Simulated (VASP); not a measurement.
A run of VASP 6.6.1 is set up as follows.

Contents of INCAR:

```
PREC = Accurate
ENCUT = 520
EDIFF = 1E-7
ISMEAR = 0
SIGMA = 0.1
LREAL = Auto
LASPH = T
NELM = 80
ALGO = Normal
ISIF = 2
LWAVE = F
LCHARG = F
GGA = PE
NBANDS = 32
```

File KPOINTS:

```
regular mesh
0
Gamma
  5 5 3
```

Contents of POSCAR:

```
Be16B
1.0
   -2.2900000000     -3.9663960000      0.0000000000
    3.4350000000     -1.9831980000      0.0000000000
    0.0000000000      0.0000000000      7.1768600000
Be B
16 1
Direct
    0.7718977152      0.4854048814      0.0179291501
    0.5063141830      0.2730551613      0.2620559688
    0.7393658693      0.4937062127      0.5167503616
    0.4971990793      0.3369036075      0.7585031615
    0.5137383189      0.0012270015      0.0034077577
    0.1897175367      0.8690827246      0.2302375969
    0.4748424517      0.0079834685      0.5134008466
    0.2510886501      0.8392949079      0.7400131813
    0.2782307266      0.5372568745     -0.0038136455
    0.0330074700      0.3903030877      0.2516284280
    0.2549123853      0.5238667721      0.4950465803
    0.0068453264      0.3578925174      0.7414489066
    0.0551347303      0.0462802132     -0.0345107749
    0.6329475968      0.7508343513      0.2832507531
   -0.0343802426      0.0096050202      0.4730614781
    0.7529882293      0.8457665342      0.7482040893
    0.8282058185      0.0501663244      0.1631538026
```

Potentials or basis: VASP PAW PBE potentials, release 64 (Be, B).

Run with:

```bash
$ cat potpaw_PBE.64/Be/POTCAR potpaw_PBE.64/B/POTCAR > POTCAR
$ mpirun -np 1 vasp_std > vasp.out
```

What does it give for the band gap on the k mesh?

Zero (an odd number of electrons rules out a gap without spin polarisation).

Predict the pressure.

8.8 GPa.

Forces in eV/Å, atoms in the order of the input:
```
Be   0.056 -0.045  0.032
Be  -0.180 -0.044 -0.050
Be  -0.023 -0.059  0.052
Be   0.009 -0.053 -0.020
Be  -0.108 -0.038 -0.018
Be   0.034  0.043 -0.059
Be   0.108  0.025  0.094
Be   0.002 -0.045 -0.018
Be  -0.009  0.009  0.151
Be   0.085  0.087  0.185
Be  -0.046 -0.027 -0.083
Be   0.046 -0.059 -0.047
Be   0.006 -0.171 -0.096
Be   0.254  0.338  0.002
Be   0.017  0.115 -0.027
Be  -0.003 -0.070  0.013
B   -0.247 -0.008 -0.111
```
